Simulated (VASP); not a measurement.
**Sn: single point with PBE**

Crystal: Sn.

```xyz
1
Lattice="2.9992 0.0000 0.0000 0.0000 2.9992 0.0000 0.0000 0.0000 2.9992" Properties=species:S:1:pos:R:3 pbc="T T T"
Sn    0.0000    0.0000    0.0000
```

This isn't the form of Sn at room conditions, which is tetragonal (white tin).

```
Program             : VASP 6.6.1
Task                : single point
Functional          : PBE
Potentials or basis : VASP PAW PBE potentials, release 64 (Sn_d)
Cutoff              : 520 eV
k mesh              : 17 × 17 × 17
Occupations         : fermi-dirac, width 0.1 eV
Spin                : no spin polarisation
```

| Quantity | Value |
| --- | --- |
| Pressure | 5.1 GPa |
| Band gap on the k mesh | zero (bands 7 and 8 overlap by 7.77 eV) |

Levels at points of the mesh, in eV from the Fermi level:
| k point | band 3 | band 4 | band 5 | band 6 | band 7 | band 8 | band 9 | band 10 | band 11 | band 12 |
| --- | --- | --- | --- | --- | --- | --- | --- | --- | --- | --- |
| (0.00, 0.00, 0.00) | -21.23 | -21.23 | -21.23 | -11.23 | 5.59 | 5.59 | 5.59 | 8.92 | 8.92 | 10.52 |

Run time: 56 s on 1 thread of Intel Xeon 8259CL, with other jobs on the host, peak memory 0.18 GiB.

Caveat: the cell stands under pressure; spin-orbit coupling is left out, which moves the levels of the heavy elements.
